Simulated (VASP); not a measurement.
# TiAl3 (Pmmn) in VASP: a series of runs

Runs on TiAl3. Level: r2SCAN. Tasks: single point.

All numbers are computed with VASP 6.6.1; they aren't measurements. Logs are shortened: lines on timing, memory, paths and dates and some standing lists are left out, and cuts for length are marked.

### 1 The cell of the first run

The structure is orthorhombic, space group Pmmn (No. 59). The conventional cell has a = 4.534 Å, b = 5.639 Å, c = 4.771 Å, α = 90.00°, β = 90.00°, γ = 90.00°. Ti (site symmetry mm2) has 12 Al at 2.76 to 2.82 Å within 3.6 Å. Within 3.6 Å of Al (site symmetry m) lie 4 Ti at 2.76 to 2.78 Å and 8 Al at 2.76 to 2.82 Å. Al (site symmetry mm2) has 8 Al at 2.76 to 2.78 Å and 4 Ti at 2.79 to 2.82 Å within 3.6 Å.

### 2 Single point, r2SCAN

The input, POSCAR:

```
TiAl3
1.0
    4.5337157933      0.0000000000      0.0000000000
    0.0000000000      5.6394744232      0.0000000000
    0.0000000000      0.0000000000      4.7708899513
Ti Al
2 6
Direct
    0.0000000000      0.0000000000      0.6700000000
    0.5000000000      0.5000000000      0.3300000000
    0.0000000000      0.2500000000      0.1670000000
    0.0000000000      0.7500000000      0.1670000000
    0.5000000000      0.7500000000      0.8330000000
    0.5000000000      0.2500000000      0.8330000000
    0.5000000000      0.0000000000      0.3300000000
    0.0000000000      0.5000000000      0.6700000000
```

The input, INCAR.step1:

```
PREC     = Accurate       # precision mode
ENCUT    = 520            # plane-wave cutoff, eV
ISMEAR   = 0              # smearing method
SIGMA    = 0.1            # smearing width, eV
LREAL    = F              # projectors in reciprocal space
LASPH    = T              # aspherical terms in the spheres
NELM     = 60             # most SCF steps
NBANDS   = 31             # bands
GGA      = PE             # functional
ALGO     = Normal         # electronic algorithm
EDIFF    = 1E-4           # SCF threshold, eV
LWAVE    = T              # write WAVECAR
LCHARG   = F              # write CHGCAR
```

The input, INCAR.step2:

```
PREC     = Accurate       # precision mode
ENCUT    = 520            # plane-wave cutoff, eV
EDIFF    = 1E-7           # SCF threshold, eV
ISMEAR   = 0              # smearing method
SIGMA    = 0.1            # smearing width, eV
LREAL    = F              # projectors in reciprocal space
LASPH    = T              # aspherical terms in the spheres
NELM     = 60             # most SCF steps
ALGO     = Normal         # electronic algorithm
ISIF     = 2              # what is computed and relaxed
LWAVE    = F              # write WAVECAR
LCHARG   = F              # write CHGCAR
METAGGA  = R2SCAN         # meta-GGA
LMIXTAU  = T            
NBANDS   = 31             # bands
ISTART   = 1
```

The input, KPOINTS:

```
Automatic mesh
0
Gamma
  4 4 4
```

Potentials or basis: VASP PAW PBE potentials, release 64 (Ti_sv, Al).

The run is started by

```
$ cat potpaw_PBE.64/Ti_sv/POTCAR potpaw_PBE.64/Al/POTCAR > POTCAR
$ cp INCAR.step1 INCAR
$ mpirun -np 1 vasp_std > vasp.out
$ cp INCAR.step2 INCAR
$ mpirun -np 1 vasp_std > vasp.out
```

OUTCAR:

```text
PREC = Accurate
   ENCUT = 520
   EDIFF = 1E-7
   ISMEAR = 0
   LREAL = F
   LASPH = T
   NELM = 60
   ISIF = 2
   METAGGA = R2SCAN
   ISTART = 1

 ion  position               nearest neighbor table
   1  0.000  0.000  0.670-   3 2.76   4 2.76   5 2.78   6 2.78   5 2.78   6 2.78   3 2.78   4 2.78
                             7 2.79   7 2.79   8 2.82   8 2.82
   2  0.500  0.500  0.330-   5 2.76   6 2.76   3 2.78   4 2.78   3 2.78   4 2.78   5 2.78   6 2.78
                             8 2.79   8 2.79   7 2.82   7 2.82
   3  0.000  0.250  0.167-   1 2.76   8 2.76   6 2.77   6 2.77   2 2.78   2 2.78   7 2.78   7 2.78
                             1 2.78   8 2.78   4 2.82   4 2.82
   4  0.000  0.750  0.167-   1 2.76   8 2.76   5 2.77   5 2.77   2 2.78   2 2.78   7 2.78   7 2.78
                             1 2.78   8 2.78   3 2.82   3 2.82
   5  0.500  0.750  0.833-   2 2.76   7 2.76   4 2.77   4 2.77   8 2.78   1 2.78   1 2.78   8 2.78
                             7 2.78   2 2.78   6 2.82   6 2.82
   6  0.500  0.250  0.833-   2 2.76   7 2.76   3 2.77   3 2.77   8 2.78   1 2.78   1 2.78   8 2.78
                             7 2.78   2 2.78   5 2.82   5 2.82
   7  0.500  0.000  0.330-   5 2.76   6 2.76   3 2.78   4 2.78   3 2.78   4 2.78   5 2.78   6 2.78
                             1 2.79   1 2.79   2 2.82   2 2.82
   8  0.000  0.500  0.670-   3 2.76   4 2.76   5 2.78   6 2.78   5 2.78   6 2.78   3 2.78   4 2.78
                             2 2.79   2 2.79   1 2.82   1 2.82

  LATTYP: Found a simple orthorhombic cell.
 ALAT       =     4.5337157933
 B/A-ratio  =     1.0523134155
 C/A-ratio  =     1.2438967682

  Lattice vectors:

 A1 = (  -4.5337157933,   0.0000000000,   0.0000000000)
 A2 = (   0.0000000000,   0.0000000000,   4.7708899513)
 A3 = (   0.0000000000,   5.6394744232,   0.0000000000)

Analysis of symmetry for initial positions (statically):
=====================================================================
 Subroutine PRICEL returns:
 Original cell was already a primitive cell.

 Routine SETGRP: Setting up the symmetry group for a
 simple orthorhombic supercell.

 Subroutine GETGRP returns: Found  8 space group operations
 (whereof  4 operations were pure point group operations)
 out of a pool of  8 trial point group operations.

The static configuration has the point symmetry C_2v.
 The point group associated with its full space group is D_2h.

Analysis of symmetry for dynamics (positions and initial velocities):
=====================================================================
 Subroutine PRICEL returns:
 Original cell was already a primitive cell.

 Routine SETGRP: Setting up the symmetry group for a
 simple orthorhombic supercell.

 Subroutine GETGRP returns: Found  8 space group operations
 (whereof  4 operations were pure point group operations)
 out of a pool of  8 trial point group operations.

The dynamic configuration has the point symmetry C_2v.
 The point group associated with its full space group is D_2h.

 Subroutine INISYM returns: Found  8 space group operations
 (whereof  4 operations are pure point group operations),
 and found     1 'primitive' translations

----------------------------------------------------------------------------------------

                                     Primitive cell

  volume of cell :     121.9810

  direct lattice vectors                    reciprocal lattice vectors
     4.533715793  0.000000000  0.000000000     0.220569627  0.000000000  0.000000000
     0.000000000  5.639474423  0.000000000     0.000000000  0.177321489  0.000000000
     0.000000000  0.000000000  4.770889951     0.000000000  0.000000000  0.209604499

  length of vectors
     4.533715793  5.639474423  4.770889951     0.220569627  0.177321489  0.209604499

  position of ions in fractional coordinates (direct lattice)
     0.000000000  0.000000000  0.670000000
     0.500000000  0.500000000  0.330000000
     0.000000000  0.250000000  0.167000000
     0.000000000  0.750000000  0.167000000
     0.500000000  0.750000000  0.833000000
     0.500000000  0.250000000  0.833000000
     0.500000000  0.000000000  0.330000000
     0.000000000  0.500000000  0.670000000

  ion indices of the primitive-cell ions
   primitive index   ion index
                 1           1
                 2           2
                 3           3
                 4           4
                 5           5
                 6           6
                 7           7
                 8           8

----------------------------------------------------------------------------------------

 KPOINTS: Automatic mesh

Automatic generation of k-mesh.
 Grid dimensions read from file:
 generate k-points for:    4    4    4

 Generating k-lattice:

  Cartesian coordinates                     Fractional coordinates (reciprocal lattice)
     0.055142407  0.000000000  0.000000000     0.250000000  0.000000000  0.000000000
     0.000000000  0.044330372  0.000000000     0.000000000  0.250000000  0.000000000
     0.000000000  0.000000000  0.052401125     0.000000000  0.000000000  0.250000000

  Length of vectors
     0.055142407  0.044330372  0.052401125

  Shift w.r.t. Gamma in fractional coordinates (k-lattice)
     0.000000000  0.000000000  0.000000000

 Subroutine IBZKPT returns following result:
 ===========================================

 Found     27 irreducible k-points:

 Following reciprocal coordinates:
            Coordinates               Weight
  0.000000  0.000000  0.000000      1.000000
  0.250000  0.000000  0.000000      2.000000
  0.500000  0.000000  0.000000      1.000000
  0.000000  0.250000  0.000000      2.000000
  0.250000  0.250000  0.000000      4.000000
  0.500000  0.250000  0.000000      2.000000
[... 16 lines left out ...]
  0.250000  0.250000  0.500000      4.000000
  0.500000  0.250000  0.500000      2.000000
 [... further k-points ...]
   k-points           NKPTS =     27   k-points in BZ     NKDIM =     27   number of bands    NBANDS=     31
   number of dos      NEDOS =    301   number of ions     NIONS =      8
   total plane-waves  NPLWV =  54432
   dimension x,y,z NGX =    36 NGY =   42 NGZ =   36
   dimension x,y,z NGXF=    72 NGYF=   84 NGZF=   72
   ions per type =               2   6
   NGX,Y,Z   is equivalent  to a cutoff of  13.20, 12.38, 12.54 a.u.
   NGXF,Y,Z  is equivalent  to a cutoff of  26.40, 24.76, 25.09 a.u.
 SYSTEM =  unknown system
   PREC   = accura    normal or accurate (medium, high low for compatibility)
   ISTART =      1    job   : 0-new  1-cont  2-samecut
   ICHARG =      0    charge: 1-file 2-atom 10-const
   ISPIN  =      1    spin polarized calculation?
   LNONCOLLINEAR =      F non collinear calculations
   LSORBIT =      F    spin-orbit coupling
   LASPH  =      T    aspherical Exc in radial PAW
   ENCUT  =  520.0 eV  38.22 Ry    6.18 a.u.   8.43 10.49  8.87*2*pi/ulx,y,z
   NELM   =     60;   NELMIN=  2; NELMDL=  0     # of ELM steps
   EDIFF  = 0.1E-06   stopping-criterion for ELM
   LREAL  =      F    real-space projection
   EDIFFG = 0.1E-05   stopping-criterion for IOM
   NSW    =      0    number of steps for IOM
   IBRION =     -1    ionic relax: 0-MD 1-quasi-New 2-CG
   NFREE  =      0    steps in history (QN), initial steepest desc. (CG)
   ISIF   =      2    stress and relaxation
   ISYM   =      2    0-nonsym 1-usesym 2-fastsym
   POTIM  = 0.5000    time-step for ionic-motion
   TEBEG  =    0.0;   TEEND  =   0.0 temperature during run
   PSTRESS=    0.0 pullay stress
   NELECT =      42.0000    total number of electrons
   NUPDOWN=      -1.0000    fix difference up-down
   EMIN   =  10.00;   EMAX   =-10.00  energy-range for DOS
   EFERMI =   0.00;   METHOD = LEGACY
   ISMEAR =     0;   SIGMA  =   0.10  broadening in eV -4-tet -1-fermi 0-gaus
   EFERMI_NEDOS =   21; number of points for ismear=-14 and -15
   IALGO  =     38    algorithm
   IMIX   =      4    mixing-type and parameters
     AMIX     =   0.40;   BMIX     =  1.00
     AMIX_MAG =   1.60;   BMIX_MAG =  1.00
  volume/ion in A,a.u.               =      15.25       102.90
  Fermi-wavevector in a.u.,A,eV,Ry     =   1.147433  2.168333 17.913449  1.316601
  Thomas-Fermi vector in A             =   2.284112
   LORBIT       =      0    0 simple, 1 ext, 2 COOP (PROOUT), +10 PAW based schemes
   METAGGA = R2SCAN    functional components
   LHFCALC =     F    Hartree Fock is set to
   AEXX    =    0.0000 exact exchange contribution
   IVDW    =     0    specifies the selected vdW correction
   LEPSILON=     F    determine dielectric tensor
   LRPA    =     F    only Hartree local field effects (RPA)
 non-spin polarized calculation
 Gauss-broadening in eV      SIGMA  =   0.10
  energy-cutoff  :      520.00
  volume of cell :      121.98
 maximum number of plane-waves:      3334
 NGX is ok and might be reduce to    36
   NGX = 17   NGY = 21   NGZ = 17

 number of electron      41.9999999 magnetization

 Free energy of the ion-electron system (eV)
  ---------------------------------------------------
  ext. energy  EPLUGINS =         0.00000000
  ---------------------------------------------------
  free energy    TOTEN  =       -68.24597505 eV

  energy without entropy =      -68.20097214  energy(sigma->0) =      -68.22347360

 E-fermi :   8.9153     XC(G=0): -11.6640

 val. band max:        8.8844389641   @ k =   0.2500   0.0000   0.2500
 cond. band min:       8.9179123889   @ k =   0.0000   0.2500   0.2500
 fundamental gap:      0.0334734248
 Fermi energy:         8.9153338353

 k-point     1 :       0.0000    0.0000    0.0000
  band No.  band energies     occupation
      1     -50.0388      2.00000
      2     -50.0370      2.00000
      3     -25.3740      2.00000
      4     -25.3627      2.00000
      5     -25.3455      2.00000
      6     -25.3253      2.00000
[... 23 lines left out ...]
     30      12.9276      0.00000
     31      13.0236      0.00000

 k-point     2 :       0.2500    0.0000    0.0000
  band No.  band energies     occupation
      1     -50.0385      2.00000
      2     -50.0372      2.00000
      3     -25.3750      2.00000
      4     -25.3670      2.00000
      5     -25.3423      2.00000
      6     -25.3280      2.00000
[... 23 lines left out ...]
     30      12.6099      0.00000
     31      13.0218      0.00000

 k-point     3 :       0.5000    0.0000    0.0000
  band No.  band energies     occupation
      1     -50.0378      2.00000
      2     -50.0378      2.00000
      3     -25.3736      2.00000
      4     -25.3736      2.00000
      5     -25.3350      2.00000
      6     -25.3350      2.00000
[... 23 lines left out ...]
     30      12.2252      0.00000
     31      12.8863      0.00000

 k-point     4 :       0.0000    0.2500    0.0000
  band No.  band energies     occupation
      1     -50.0385      2.00000
      2     -50.0373      2.00000
      3     -25.3724      2.00000
      4     -25.3643      2.00000
      5     -25.3429      2.00000
      6     -25.3287      2.00000
[... 635 lines left out ...]
     30      12.6692      0.00000
     31      12.9423      0.00000

 k-point    23 :       0.2500    0.2500    0.5000
  band No.  band energies     occupation
      1     -50.0381      2.00000
      2     -50.0374      2.00000
      3     -25.3738      2.00000
      4     -25.3688      2.00000
      5     -25.3390      2.00000
      6     -25.3305      2.00000
[... 23 lines left out ...]
     30      12.8680      0.00000
     31      13.1035      0.00000

 k-point    24 :       0.5000    0.2500    0.5000
  band No.  band energies     occupation
      1     -50.0377      2.00000
      2     -50.0377      2.00000
      3     -25.3742      2.00000
      4     -25.3742      2.00000
      5     -25.3340      2.00000
      6     -25.3340      2.00000
[... 23 lines left out ...]
     30      12.9865      0.00000
     31      14.4753      0.00000

 [... further k-points ...]
[... 5 lines left out ...]
  --------------------------------------------------------------------------------------
  -------------------------------------------------------------------------------------
  Total        2.3786377     -3.3935866      9.8351897      0.0000000      0.0000000      0.0000000
  in kB       31.2425560    -44.5735478    129.1817012      0.0000000      0.0000000      0.0000000
  external PRESSURE =      38.6169031 kB  Pullay stress =       0.0000000 kB

 VOLUME and BASIS-vectors are now :
 -----------------------------------------------------------------------------
  energy-cutoff  :      520.00
  volume of cell :      121.98
      direct lattice vectors                 reciprocal lattice vectors
     4.533715793  0.000000000  0.000000000     0.220569627  0.000000000  0.000000000
     0.000000000  5.639474423  0.000000000     0.000000000  0.177321489  0.000000000
     0.000000000  0.000000000  4.770889951     0.000000000  0.000000000  0.209604499

 POSITION                                       TOTAL-FORCE (eV/Angst)
 -----------------------------------------------------------------------------------
      0.00000      0.00000      3.19650         0.000000      0.000000     -1.701069
      2.26686      2.81974      1.57439         0.000000      0.000000      1.701069
      0.00000      1.40987      0.79674         0.000000     -0.400526     -0.284271
      0.00000      4.22961      0.79674         0.000000      0.400526     -0.284271
      2.26686      4.22961      3.97415        -0.000000     -0.400526      0.284271
      2.26686      1.40987      3.97415        -0.000000      0.400526      0.284271
      2.26686      0.00000      1.57439         0.000000      0.000000     -0.193221
      0.00000      2.81974      3.19650         0.000000      0.000000      0.193221
 -----------------------------------------------------------------------------------
    total drift:                                0.000000      0.000000      0.000000

  FREE ENERGIE OF THE ION-ELECTRON SYSTEM (eV)
  ---------------------------------------------------
  free  energy   TOTEN  =       -68.2459750480 eV

  energy  without entropy=      -68.2009721430  energy(sigma->0) =      -68.22347360
```

Wall time 4.3 min (1 thread of Intel Xeon Platinum 8375C at 2.90GHz (Ice Lake), shared host); peak memory 0.28 GiB.

Results:

| Property | Result |
| --- | --- |
| Free energy | -68.2460 eV |
| Pressure | 3.9 GPa |
| Largest force | 1.701 eV/Å |
| Band gap on the k mesh | zero (band 21 reaches 9.31 eV, above the bottom of band 22 at 8.46 eV) |

Forces in eV/Å, atoms in the order of the input:
```
Ti   0.000  0.000 -1.701
Ti   0.000  0.000  1.701
Al   0.000 -0.401 -0.284
Al   0.000  0.401 -0.284
Al   0.000 -0.401  0.284
Al   0.000  0.401  0.284
Al   0.000  0.000 -0.193
Al   0.000  0.000  0.193
```

Stress tensor (GPa, compression positive):
```
 3.12  0.00  0.00
 0.00 -4.46  0.00
 0.00  0.00 12.92
```

Levels at points of the mesh, in eV from the Fermi level:
```
           k point  band 18  band 19  band 20  band 21  band 22  band 23  band 24  band 25
(0.00, 0.00, 0.00)    -2.03    -1.16    -0.64    -0.44    -0.20    -0.18     0.93     1.14
(0.50, 0.00, 0.00)    -2.41    -1.46    -1.46     0.09     0.09     1.51     1.51     1.57
(0.00, 0.50, 0.00)    -2.94    -0.77    -0.77    -0.36    -0.36     1.50     1.50     1.62
(0.50, 0.50, 0.00)    -2.15    -1.36    -1.36     0.04     0.04     1.04     1.04     1.54
(0.00, 0.00, 0.50)    -1.75    -1.12    -0.55     0.09     0.34     0.34     0.93     1.64
(0.50, 0.00, 0.50)    -3.08    -1.52    -1.52     0.31     0.31     0.91     0.91     1.42
(0.00, 0.50, 0.50)    -0.89    -0.72    -0.72    -0.42    -0.42     0.43     0.43     1.26
(0.50, 0.50, 0.50)    -0.29    -0.09    -0.09     0.33     0.33     0.44     0.44     1.42
```

Caveat: the PAW data sets were made with another functional, which shifts forces and pressure a little.

### 3 Single point, r2SCAN

This run uses another cell than the first one, of 15.62 Å³/atom, 1.024 times its volume.

The input, POSCAR:

```
TiAl3
1.0
    4.5282111751      0.0000000000      0.0000000000
    0.0000000000      5.4004195649      0.0000000000
    0.0000000000      0.0000000000      5.1096294439
Ti Al
2 6
Direct
    0.0000000000      0.0000000000      0.6274130047
    0.5000000000      0.5000000000      0.3725869953
    0.0000000000      0.2455595871      0.1511029695
    0.0000000000      0.7544404129      0.1511029695
    0.5000000000      0.7455595871      0.8488970305
    0.5000000000      0.2544404129      0.8488970305
    0.5000000000      0.0000000000      0.3247453465
    0.0000000000      0.5000000000      0.6752546535
```

The input, INCAR.step1:

```
  ALGO = Normal
  EDIFF = 1E-4
  ENCUT = 520
  GGA = PE
  ISMEAR = 0
  LASPH = True
  LCHARG = False
  LREAL = False
  LWAVE = True
  NBANDS = 31
  NELM = 60
  PREC = Accurate
  SIGMA = 0.1
```

The input, INCAR.step2:

```
  ALGO = Normal
  EDIFF = 1E-7
  ENCUT = 520
  ISIF = 2
  ISMEAR = 0
  ISTART = 1
  LASPH = True
  LCHARG = True
  LELF = True
  LMIXTAU = True
  LREAL = False
  LVHAR = True
  LWAVE = False
  METAGGA = R2SCAN
  NBANDS = 31
  NELM = 60
  PREC = Accurate
  SIGMA = 0.1
```

The input, KPOINTS:

```
k-points
0
Gamma
  4 4 4
```

Potentials or basis: VASP PAW PBE potentials, release 64 (Ti_sv, Al).

The run is started by

```
$ cat potpaw_PBE.64/Ti_sv/POTCAR potpaw_PBE.64/Al/POTCAR > POTCAR
$ cp INCAR.step1 INCAR
$ mpirun -np 1 vasp_std > vasp.out
$ cp INCAR.step2 INCAR
$ mpirun -np 1 vasp_std > vasp.out
```

Run time: 4.8 min. Hardware: 1 thread of Intel Xeon Platinum 8375C at 2.90GHz (Ice Lake), shared host; peak memory 0.28 GiB.

The run converged. Its results:

* Free energy: -69.1503 eV
* Pressure: -0.1 GPa
* Largest force: 0.034 eV/Å
* Band gap on the k mesh: zero (band 21 reaches 9.10 eV, above the bottom of band 22 at 7.91 eV)

Forces in eV/Å, atoms in the order of the input:
```
Ti   0.000  0.000  0.010
Ti   0.000  0.000 -0.010
Al   0.000  0.016 -0.031
Al   0.000 -0.016 -0.031
Al   0.000  0.016  0.031
Al   0.000 -0.016  0.031
Al   0.000  0.000 -0.033
Al   0.000  0.000  0.033
```

Levels at points of the mesh, in eV from the Fermi level:
| k point | band 17 | band 18 | band 19 | band 20 | band 21 | band 22 | band 23 | band 24 | band 25 | band 26 |
| --- | --- | --- | --- | --- | --- | --- | --- | --- | --- | --- |
| (0.00, 0.00, 0.00) | -1.70 | -1.64 | -1.54 | -1.13 | -0.68 | -0.57 | -0.15 | 1.25 | 1.53 | 2.15 |
| (0.50, 0.00, 0.00) | -2.84 | -2.84 | -1.51 | -1.51 | 0.32 | 0.32 | 1.59 | 1.59 | 2.04 | 2.04 |
| (0.00, 0.50, 0.00) | -2.60 | -2.60 | -0.85 | -0.85 | -0.64 | -0.64 | 1.65 | 1.65 | 1.71 | 1.71 |
| (0.50, 0.50, 0.00) | -2.43 | -2.43 | -1.86 | -1.86 | 0.31 | 0.31 | 1.59 | 1.59 | 1.97 | 1.97 |
| (0.00, 0.00, 0.50) | -2.14 | -2.03 | -1.04 | -0.02 | 0.09 | 0.12 | 0.52 | 0.71 | 1.38 | 1.86 |
| (0.50, 0.00, 0.50) | -2.72 | -2.72 | -1.64 | -1.64 | 0.33 | 0.33 | 1.05 | 1.05 | 1.85 | 1.85 |
| (0.00, 0.50, 0.50) | -1.13 | -1.13 | -0.77 | -0.77 | -0.73 | -0.73 | 0.75 | 0.75 | 1.72 | 1.72 |
| (0.50, 0.50, 0.50) | -0.45 | -0.45 | 0.03 | 0.03 | 0.47 | 0.47 | 0.97 | 0.97 | 1.20 | 1.20 |

Caveat: the PAW data sets were made with another functional, which shifts forces and pressure a little.
